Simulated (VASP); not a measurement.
# Rh (Fm-3m) in VASP: further runs

Rh is run at these levels: PBE+D4, LDA, r2SCAN+D4, r2SCAN; tasks: relaxation of cell and atoms, single point.

Program: VASP 6.6.1. These are calculated values, not measurements. Logs are shortened: lines on timing, memory, paths and dates and some standing lists are left out, and cuts for length are marked.

## Step 1: The cell of the first run

The structure is cubic, space group Fm-3m (No. 225). Conventional cell: a = 3.796 Å, b = 3.796 Å, c = 3.796 Å, α = 90.00°, β = 90.00°, γ = 90.00°. Within 3.5 Å of Rh (site symmetry m-3m) lie 12 Rh at 2.68 Å.

## Step 2: Relaxation of cell and atoms, PBE+D4

File INCAR:

```
ALGO = Normal
EDIFF = 1E-7
EDIFFG = -0.02
ENCUT = 600
GGA = PE
IBRION = 2
ISIF = 3
ISMEAR = -1
IVDW = 13
LASPH = T
LCHARG = F
LREAL = F
LWAVE = F
NELM = 100
NSW = 80
PREC = Accurate
SIGMA = 0.05
```

File KPOINTS:

```
k-points
0
Gamma
  12 12 12
```

File POSCAR:

```
Rh
1.0
    0.0000000000      1.8978500000      1.8978500000
    1.8978500000      0.0000000000      1.8978500000
    1.8978500000      1.8978500000      0.0000000000
Rh
1
Direct
    0.0000000000      0.0000000000      0.0000000000
```

Potentials or basis: VASP PAW PBE potentials, release 64 (Rh_pv).

Started as:

```bash
$ cat potpaw_PBE.64/Rh_pv/POTCAR > POTCAR
$ mpirun -np 1 vasp_std > vasp.out
```

OUTCAR:

```text
EDIFF = 1E-7
   EDIFFG = -0.02
   ENCUT = 600
   GGA = PE
   IBRION = 2
   ISIF = 3
   ISMEAR = -1
   IVDW = 13
   LASPH = T
   LREAL = F
   NELM = 100
   NSW = 80
   PREC = Accurate

 ion  position               nearest neighbor table
   1  0.000  0.000  0.000-

  LATTYP: Found a face centered cubic cell.
 ALAT       =     3.7957000000

  Lattice vectors:

 A1 = (   0.0000000000,   1.8978500000,   1.8978500000)
 A2 = (   1.8978500000,   0.0000000000,   1.8978500000)
 A3 = (   1.8978500000,   1.8978500000,   0.0000000000)

Analysis of symmetry for initial positions (statically):
[... 33 lines left out ...]
                                     Primitive cell

  volume of cell :      13.6715

  direct lattice vectors                    reciprocal lattice vectors
     0.000000000  1.897850000  1.897850000    -0.263456016  0.263456016  0.263456016
     1.897850000  0.000000000  1.897850000     0.263456016 -0.263456016  0.263456016
     1.897850000  1.897850000  0.000000000     0.263456016  0.263456016 -0.263456016

  length of vectors
     2.683965209  2.683965209  2.683965209     0.456319205  0.456319205  0.456319205

  position of ions in fractional coordinates (direct lattice)
     0.000000000  0.000000000  0.000000000

  ion indices of the primitive-cell ions
   primitive index   ion index
                 1           1

----------------------------------------------------------------------------------------

 KPOINTS: k-points

Automatic generation of k-mesh.
 Grid dimensions read from file:
 generate k-points for:   12   12   12

 Generating k-lattice:

  Cartesian coordinates                     Fractional coordinates (reciprocal lattice)
    -0.021954668  0.021954668  0.021954668     0.083333333  0.000000000  0.000000000
     0.021954668 -0.021954668  0.021954668     0.000000000  0.083333333  0.000000000
     0.021954668  0.021954668 -0.021954668     0.000000000  0.000000000  0.083333333

  Length of vectors
     0.038026600  0.038026600  0.038026600

  Shift w.r.t. Gamma in fractional coordinates (k-lattice)
     0.000000000  0.000000000  0.000000000

 Subroutine IBZKPT returns following result:
 ===========================================

 Found     72 irreducible k-points:

 Following reciprocal coordinates:
            Coordinates               Weight
  0.000000  0.000000  0.000000      1.000000
  0.083333  0.000000  0.000000      8.000000
  0.166667  0.000000  0.000000      8.000000
  0.250000  0.000000  0.000000      8.000000
  0.333333  0.000000  0.000000      8.000000
  0.416667  0.000000  0.000000      8.000000
[... 16 lines left out ...]
  0.500000  0.166667  0.000000     24.000000
 -0.416667  0.166667  0.000000     24.000000
 [... further k-points ...]
   k-points           NKPTS =     72   k-points in BZ     NKDIM =     72   number of bands    NBANDS=     11
   number of dos      NEDOS =    301   number of ions     NIONS =      1
   total plane-waves  NPLWV =  13824
   dimension x,y,z NGX =    24 NGY =   24 NGZ =   24
   dimension x,y,z NGXF=    48 NGYF=   48 NGZF=   48
   ions per type =               1
   NGX,Y,Z   is equivalent  to a cutoff of  14.87, 14.87, 14.87 a.u.
   NGXF,Y,Z  is equivalent  to a cutoff of  29.73, 29.73, 29.73 a.u.
 SYSTEM =  unknown system
   PREC   = accura    normal or accurate (medium, high low for compatibility)
   ISTART =      0    job   : 0-new  1-cont  2-samecut
   ICHARG =      2    charge: 1-file 2-atom 10-const
   ISPIN  =      1    spin polarized calculation?
   LNONCOLLINEAR =      F non collinear calculations
   LSORBIT =      F    spin-orbit coupling
   LASPH  =      T    aspherical Exc in radial PAW
   ENCUT  =  600.0 eV  44.10 Ry    6.64 a.u.   5.36  5.36  5.36*2*pi/ulx,y,z
   NELM   =    100;   NELMIN=  2; NELMDL= -5     # of ELM steps
   EDIFF  = 0.1E-06   stopping-criterion for ELM
   LREAL  =      F    real-space projection
   EDIFFG = -.2E-01   stopping-criterion for IOM
   NSW    =     80    number of steps for IOM
   IBRION =      2    ionic relax: 0-MD 1-quasi-New 2-CG
   NFREE  =      1    steps in history (QN), initial steepest desc. (CG)
   ISIF   =      3    stress and relaxation
   ISYM   =      2    0-nonsym 1-usesym 2-fastsym
   POTIM  = 0.5000    time-step for ionic-motion
   TEBEG  =    0.0;   TEEND  =   0.0 temperature during run
   PSTRESS=    0.0 pullay stress
   NELECT =      15.0000    total number of electrons
   NUPDOWN=      -1.0000    fix difference up-down
   EMIN   =  10.00;   EMAX   =-10.00  energy-range for DOS
   EFERMI =   0.00;   METHOD = LEGACY
   ISMEAR =    -1;   SIGMA  =   0.05  broadening in eV -4-tet -1-fermi 0-gaus
   EFERMI_NEDOS =   21; number of points for ismear=-14 and -15
   IALGO  =     38    algorithm
   IMIX   =      4    mixing-type and parameters
     AMIX     =   0.40;   BMIX     =  1.00
     AMIX_MAG =   1.60;   BMIX_MAG =  1.00
  volume/ion in A,a.u.               =      13.67        92.26
  Fermi-wavevector in a.u.,A,eV,Ry     =   1.688496  3.190795 38.790465  2.851019
  Thomas-Fermi vector in A             =   2.770792
   LORBIT       =      0    0 simple, 1 ext, 2 COOP (PROOUT), +10 PAW based schemes
   GGA     = PE    functional components
   LHFCALC =     F    Hartree Fock is set to
   AEXX    =    0.0000 exact exchange contribution
   IVDW    =    13    specifies the selected vdW correction
   LEPSILON=     F    determine dielectric tensor
   LRPA    =     F    only Hartree local field effects (RPA)
 conjugate gradient relaxation of ions
 non-spin polarized calculation
  energy-cutoff  :      600.00
  volume of cell :       13.67
 maximum number of plane-waves:       471
 NGX is ok and might be reduce to    24
   NGX = 11   NGY = 11   NGZ = 11

--------------------------------------- Ionic step        1  -------------------------------------------

 number of electron      15.0000002 magnetization

 Free energy of the ion-electron system (eV)
  ---------------------------------------------------
  ext. energy  EPLUGINS =         0.00000000
  ---------------------------------------------------
  free energy    TOTEN  =        -7.25722589 eV

  energy without entropy =       -7.24887325  energy(sigma->0) =       -7.25304957

------------------------ aborting loop because EDIFF is reached ----------------------------------------

  DFT-D4 for vdW energy calculation

  Edisp (eV):   -0.84942

  FORCE on cell =-STRESS in cart. coord.  units (eV):
  Direction    XX          YY          ZZ          XY          YZ          ZX
  --------------------------------------------------------------------------------------
  -------------------------------------------------------------------------------------
  Total      -0.15649    -0.15649    -0.15649    -0.00000    -0.00000    -0.00000
  in kB     -18.33966   -18.33966   -18.33966    -0.00000    -0.00000    -0.00000
  external pressure =      -18.34 kB  Pullay stress =        0.00 kB

 VOLUME and BASIS-vectors are now :
 -----------------------------------------------------------------------------
  energy-cutoff  :      600.00
  volume of cell :       13.67
      direct lattice vectors                 reciprocal lattice vectors
     0.000000000  1.897850000  1.897850000    -0.263456016  0.263456016  0.263456016
     1.897850000  0.000000000  1.897850000     0.263456016 -0.263456016  0.263456016
     1.897850000  1.897850000  0.000000000     0.263456016  0.263456016 -0.263456016
[... 40 lines left out ...]
 POSITION                                       TOTAL-FORCE (eV/Angst)
 -----------------------------------------------------------------------------------
      0.00000      0.00000      0.00000         0.000000     -0.000000      0.000000
 -----------------------------------------------------------------------------------
    total drift:                               -0.000000      0.000000     -0.000000

  FREE ENERGIE OF THE ION-ELECTRON SYSTEM (eV)
  ---------------------------------------------------
  free  energy   TOTEN  =        -8.1038177632 eV

  energy  without entropy=       -8.0958483975  energy(sigma->0) =       -8.09983308

--------------------------------------- Ionic step        3  -------------------------------------------

 number of electron      15.0000002 magnetization

 Free energy of the ion-electron system (eV)
  ---------------------------------------------------
  ext. energy  EPLUGINS =         0.00000000
  ---------------------------------------------------
  free energy    TOTEN  =        -7.25284438 eV

  energy without entropy =       -7.24460256  energy(sigma->0) =       -7.24872347

 E-fermi :  12.1322     XC(G=0): -14.1120

 val. band max:       12.0482578240   @ k =  -0.3333   0.3333   0.0000
 cond. band min:      12.1631892845   @ k =   0.3333   0.1667   0.0000
 fundamental gap:      0.1149314605
 Fermi energy:        12.1321679847

 k-point     1 :       0.0000    0.0000    0.0000
  band No.  band energies     occupation
      1     -34.2971      2.00000
      2     -34.2971      2.00000
      3     -34.2971      2.00000
      4       4.0776      2.00000
      5       8.9772      2.00000
      6       8.9772      2.00000
      7       8.9772      2.00000
      8      11.1001      2.00000
      9      11.1001      2.00000
     10      28.1142      0.00000
     11      32.5800      0.00000

 k-point     2 :       0.0833    0.0000    0.0000
  band No.  band energies     occupation
      1     -34.3500      2.00000
      2     -34.3042      2.00000
      3     -34.3042      2.00000
      4       4.3576      2.00000
      5       8.8565      2.00000
      6       9.0847      2.00000
      7       9.0847      2.00000
      8      11.0420      2.00000
      9      11.0420      2.00000
     10      28.5177      0.00000
     11      32.2470      0.00000
[... 295 lines left out ...]
 k-point    24 :      -0.4167    0.1667    0.0000
  band No.  band energies     occupation
      1     -34.9888      2.00000
      2     -34.5410      2.00000
      3     -34.4306      2.00000
      4       6.6417      2.00000
      5       8.3011      2.00000
      6       9.5803      2.00000
      7      10.0215      2.00000
      8      12.3737      0.01584
      9      16.2865      0.00000
     10      20.9731      0.00000
     11      28.2277      0.00000

 [... further k-points ...]

------------------------ aborting loop because EDIFF is reached ----------------------------------------

  DFT-D4 for vdW energy calculation

  Edisp (eV):   -0.85432

  FORCE on cell =-STRESS in cart. coord.  units (eV):
  Direction    XX          YY          ZZ          XY          YZ          ZX
  --------------------------------------------------------------------------------------
  -------------------------------------------------------------------------------------
  Total      -0.00291    -0.00291    -0.00291     0.00000     0.00000    -0.00000
  in kB      -0.34378    -0.34378    -0.34378     0.00000     0.00000    -0.00000
  external pressure =       -0.34 kB  Pullay stress =        0.00 kB

 VOLUME and BASIS-vectors are now :
 -----------------------------------------------------------------------------
  energy-cutoff  :      600.00
  volume of cell :       13.59
      direct lattice vectors                 reciprocal lattice vectors
    -0.000000000  1.893841355  1.893841355    -0.264013667  0.264013667  0.264013667
     1.893841355  0.000000000  1.893841355     0.264013667 -0.264013667  0.264013667
     1.893841355  1.893841355 -0.000000000     0.264013667  0.264013667 -0.264013667

 POSITION                                       TOTAL-FORCE (eV/Angst)
 -----------------------------------------------------------------------------------
      0.00000      0.00000      0.00000         0.000000      0.000000     -0.000000
 -----------------------------------------------------------------------------------
    total drift:                               -0.000000      0.000000      0.000000

  FREE ENERGIE OF THE ION-ELECTRON SYSTEM (eV)
  ---------------------------------------------------
  free  energy   TOTEN  =        -8.1071662724 eV

  energy  without entropy=       -8.0989244472  energy(sigma->0) =       -8.10304536

 reached required accuracy - stopping structural energy minimisation
```

It took 29 s on 1 thread of Intel Xeon 8259CL, shared host; peak memory 0.15 GiB.

What came out:

```
Free energy                            : -8.1072 eV
Relaxed volume                         : 13.59 Å³/atom
Relaxed cell                           : a = 2.678 Å, b = 2.678 Å, c = 2.678 Å, α = 60.00°, β = 60.00°, γ = 60.00°
Space group after relaxing (to 0.05 Å) : Fm-3m (No. 225)
Energy gained by relaxing              : 0.5 meV/atom
Ionic steps                            : 3
Pressure after relaxing                : 0.0 GPa
Dispersion energy per atom             : -0.854 eV
```

The path:
```tsv
step	energy change (eV)	largest force (eV/Å)	pressure (GPa)	volume (Å³)
1	0.0000	0.0000	-1.83	13.67
2	0.0028	0.0000	4.91	13.36
3	-0.0005	0.0000	-0.03	13.59
```

Final structure:
```yaml
crystal:
  lattice:
    - [0.00000, 1.89384, 1.89384]
    - [1.89384, 0.00000, 1.89384]
    - [1.89384, 1.89384, 0.00000]
  atoms:
    - { symbol: Rh, position: [0.00000, 0.00000, 0.00000] }
```

Caveat: pairwise dispersion overbinds metals, which lowers pressure and volume.

## Step 3: Single point, LDA

This run uses another cell than the first one, of 13.12 Å³/atom, 0.960 times its volume.

File INCAR:

```
SYSTEM = Rh
  PREC = Accurate
  ENCUT = 530
  EDIFF = 1E-6
  ISMEAR = -1
  SIGMA = 0.05
  LREAL = .False.
  LASPH = .True.
  NELM = 120
  ALGO = Normal
  ISIF = 2
  LWAVE = .False.
  LCHARG = .False.
  GGA = CA
  NBANDS = 14
  GGA_COMPAT = .False.
```

File KPOINTS:

```
regular mesh
0
Gamma
  12 12 12
  0 0 0
```

File POSCAR:

```
Rh
1.0
    0.0000000000      1.8722002341      1.8722002341
    1.8722002341      0.0000000000      1.8722002341
    1.8722002341      1.8722002341      0.0000000000
Rh
1
Direct
    0.0000000000      0.0000000000      0.0000000000
```

Potentials or basis: VASP PAW LDA potentials, release 64 (Rh_sv_GW).

Started as:

```bash
$ cat potpaw_LDA.64/Rh_sv_GW/POTCAR > POTCAR
$ mpirun -np 1 vasp_std > vasp.out
```

Run time: 10 s. Hardware: 1 thread of AMD EPYC 7R43 (Zen 3), shared host; peak memory 0.1 GiB.

Results (log left out):

| Quantity | Value |
| --- | --- |
| Free energy | -7.8330 eV |
| Pressure | 0.2 GPa |

Levels at points of the mesh, in eV from the Fermi level:
| k point | band 6 | band 7 | band 8 | band 9 | band 10 | band 11 |
| --- | --- | --- | --- | --- | --- | --- |
| (0.00, 0.00, 0.00) | -3.37 | -3.37 | -3.37 | -1.08 | -1.08 | 15.68 |
| (0.50, 0.00, 0.00) | -3.45 | -3.45 | 0.60 | 0.60 | 0.63 | 9.06 |
| (0.50, 0.50, 0.00) | -6.45 | 0.59 | 1.05 | 1.05 | 3.25 | 12.82 |

## Step 4: Single point, r2SCAN+D4

This run uses another cell than the first one, of 13.59 Å³/atom, 0.994 times its volume.

File POSCAR:

```
Rh
1.0
    0.0000000000      1.8938545596      1.8938545596
    1.8938545596      0.0000000000      1.8938545596
    1.8938545596      1.8938545596      0.0000000000
Rh
1
Direct
    0.0000000000      0.0000000000      0.0000000000
```

File INCAR.step1:

```
  PREC = Accurate
  ENCUT = 580
  ISMEAR = -1
  SIGMA = 0.05
  LREAL = F
  LASPH = T
  NELM = 120
  NBANDS = 14
  GGA = PE
  ALGO = Normal
  EDIFF = 1E-5
  LWAVE = T
  LCHARG = F
  GGA_COMPAT = F
```

File INCAR.step2:

```
  PREC = Accurate
  ENCUT = 580
  EDIFF = 1E-6
  ISMEAR = -1
  SIGMA = 0.05
  LREAL = F
  LASPH = T
  NELM = 120
  ALGO = Normal
  ISIF = 2
  LWAVE = F
  LCHARG = F
  METAGGA = R2SCAN
  LMIXTAU = T
  IVDW = 13
  VDW_S6 = 1.0
  VDW_S8 = 0.6018749
  VDW_A1 = 0.51559235
  VDW_A2 = 5.77342911
  NBANDS = 14
  ISTART = 1
  GGA_COMPAT = F
```

File KPOINTS:

```
Automatic mesh
0
Gamma
  12 12 12
```

Potentials or basis: VASP PAW PBE potentials, release 64 (Rh_sv_GW).

Started as:

```bash
$ cat potpaw_PBE.64/Rh_sv_GW/POTCAR > POTCAR
$ cp INCAR.step1 INCAR
$ mpirun -np 1 vasp_std > vasp.out
$ cp INCAR.step2 INCAR
$ mpirun -np 1 vasp_std > vasp.out
```

It took 58 s on 1 thread of AMD EPYC 9R45 (Zen 5), shared host; peak memory 0.13 GiB.

The run converged. Its results:

- Free energy: -23.5698 eV
- Pressure: -1.7 GPa
- Dispersion energy per atom: -0.284 eV

Levels at points of the mesh, in eV from the Fermi level:
```csv
k point,band 6,band 7,band 8,band 9,band 10,band 11
"(0.00, 0.00, 0.00)",-3.25,-3.25,-3.25,-1.11,-1.11,16.45
"(0.50, 0.00, 0.00)",-3.36,-3.36,0.58,0.58,0.88,9.21
"(0.50, 0.50, 0.00)",-6.29,0.50,1.04,1.04,3.49,13.02
```

Caveat: the PAW data sets were made with another functional, which shifts forces and pressure a little; pairwise dispersion overbinds metals, which lowers pressure and volume.

## Step 5: Single point, r2SCAN

This run uses another cell than the first one, of 12.91 Å³/atom, 0.944 times its volume.

File POSCAR:

```
Rh
1.0
    0.0000000000      1.8617220751      1.8617220751
    1.8617220751      0.0000000000      1.8617220751
    1.8617220751      1.8617220751      0.0000000000
Rh
1
Direct
    0.0000000000      0.0000000000      0.0000000000
```

File INCAR.step1:

```
PREC = Accurate ; ENCUT = 580
ISMEAR = -1 ; SIGMA = 0.05
LREAL = False ; LASPH = True
NELM = 120 ; NBANDS = 14
GGA = PE ; ALGO = Normal
EDIFF = 1E-5 ; LWAVE = True
LCHARG = False ; GGA_COMPAT = False
```

File INCAR.step2:

```
PREC = Accurate ; ENCUT = 580
EDIFF = 1E-6 ; ISMEAR = -1
SIGMA = 0.05 ; LREAL = False
LASPH = True ; NELM = 120
ALGO = Normal ; ISIF = 2
LWAVE = False ; LCHARG = True
METAGGA = R2SCAN ; LMIXTAU = True
LELF = True ; LVHAR = True
NBANDS = 14 ; ISTART = 1
GGA_COMPAT = False
```

File KPOINTS:

```
regular mesh
0
Gamma
  12 12 12
```

Started as:

```bash
$ cat potpaw_PBE.64/Rh_sv_GW/POTCAR > POTCAR
$ cp INCAR.step1 INCAR
$ mpirun -np 1 vasp_std > vasp.out
$ cp INCAR.step2 INCAR
$ mpirun -np 1 vasp_std > vasp.out
```

Wall time 35 s (1 thread of Intel Xeon Platinum 8488C (Sapphire Rapids), shared host); peak memory 0.16 GiB.

It converged, with:

```
Free energy : -23.2394 eV
Pressure    : 18.3 GPa
```

Levels at points of the mesh, in eV from the Fermi level:
| k point | band 5 | band 6 | band 7 | band 8 | band 9 | band 10 | band 11 | band 12 |
| --- | --- | --- | --- | --- | --- | --- | --- | --- |
| (0.00, 0.00, 0.00) | -8.65 | -3.52 | -3.52 | -3.52 | -1.20 | -1.20 | 16.36 | 22.36 |
| (0.50, 0.00, 0.00) | -6.91 | -3.65 | -3.65 | 0.63 | 0.63 | 0.83 | 9.78 | 16.00 |
| (0.50, 0.50, 0.00) | -7.21 | -6.81 | 0.55 | 1.14 | 1.14 | 3.57 | 13.72 | 14.32 |

Caveat: the PAW data sets were made with another functional, which shifts forces and pressure a little.

## Step 6: The runs side by side

```csv
task,level,potentials or basis,cell,cutoff (eV),second run,gap on the mesh (eV),pressure (GPa)
relaxation of cell and atoms,PBE+D4,"VASP PAW PBE potentials, release 64 (Rh_pv)","relaxed from a = 2.684 Å, angles 60.0°, 1 atom",600,-,none,0.0
single point,LDA,"VASP PAW LDA potentials, release 64 (Rh_sv_GW)","a = 2.648 Å, angles 60.0°, 1 atom",530,valence_matched,none,0.2
single point,r2SCAN+D4,"VASP PAW PBE potentials, release 64 (Rh_sv_GW)","a = 2.678 Å, angles 60.0°, 1 atom",580,valence_matched,none,-1.7
single point,r2SCAN,"VASP PAW PBE potentials, release 64 (Rh_sv_GW)","a = 2.633 Å, angles 60.0°, 1 atom",580,valence_matched,none,18.3
```

Alike in all rows: no spin polarisation; k mesh 12 × 12 × 12; smearing fermi-dirac 0.05 eV.

Caveats: pairwise dispersion overbinds metals, which lowers pressure and volume (some runs); the PAW data sets were made with another functional, which shifts forces and pressure a little (some runs).

Total energies depend on the potentials used, so only differences within one code and one set of settings carry meaning.
